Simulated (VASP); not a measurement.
# LiSi3N2: single point with PBE

The system is LiSi3N2.

```
CELL_PARAMETERS angstrom
6.40705 -2.48822 0.75977
6.40705 2.48822 0.75977
-0.34111 0.00000 2.69494
ATOMIC_POSITIONS crystal
Li 0.00000 0.00000 0.00000
Si 0.27081 0.27081 0.49397
Si 0.50000 0.50000 0.00000
Si 0.72919 0.72919 0.50603
N 0.40788 0.40788 0.49632
N 0.59212 0.59212 0.50368
```

The cell was generated, and may not be a known phase.

```json
{"Program": "VASP 6.6.1", "Task": "single point", "Functional": "PBE", "Potentials or basis": "VASP PAW PBE potentials, release 64 (Li_sv, Si, N)", "Cutoff": "520 eV", "k mesh": "4 × 4 × 6", "Occupations": "gaussian, width 0.1 eV", "Spin": "no spin polarisation", "Dipole correction": "no", "Further INCAR settings": "ALGO = Fast; EDIFF = 1e-07; NBANDS = 22"}
```

* Largest force: 0.008 eV/Å
* Band gap on the k mesh: zero (an odd number of electrons rules out a gap without spin polarisation)

Forces in eV/Å, atoms in the order of the input:
```
Li   0.000  0.000  0.000
Si   0.003  0.000  0.003
Si   0.000  0.000  0.000
Si  -0.003  0.000 -0.003
N   -0.005  0.000  0.006
N    0.005  0.000 -0.006
```

Levels at points of the mesh, in eV from the Fermi level:
```
           k point  band 10  band 11  band 12  band 13  band 14  band 15  band 16  band 17
(0.00, 0.00, 0.00)    -3.02    -2.16    -1.51    -0.53     1.72     1.97     3.71     6.32
(0.50, 0.00, 0.00)    -3.28    -2.17     0.36     1.12     2.07     2.83     3.44     3.46
(0.50, 0.50, 0.00)    -3.38    -3.28    -2.18    -1.11     2.42     3.00     3.54     5.27
(0.00, 0.00, 0.50)    -3.58    -3.02    -0.19     0.05     0.35     0.73     1.98     2.42
(0.50, 0.00, 0.50)    -2.86    -2.31    -1.89    -1.43     0.05     2.17     2.74     4.55
(0.50, 0.50, 0.50)    -2.24    -2.14    -0.79    -0.44    -0.25     0.32     2.29     3.24
```

Wall time 3.7 min on 1 thread of Oxide Virtual Turin-like Processor (shared host), peak memory 0.22 GiB.

Caveat: the k points lie up to 0.39 Å⁻¹ apart, too coarse for converged energies and pressures of a metal; an odd number of electrons without spin polarisation forces a metal; a magnetic or distorted state may lie lower.
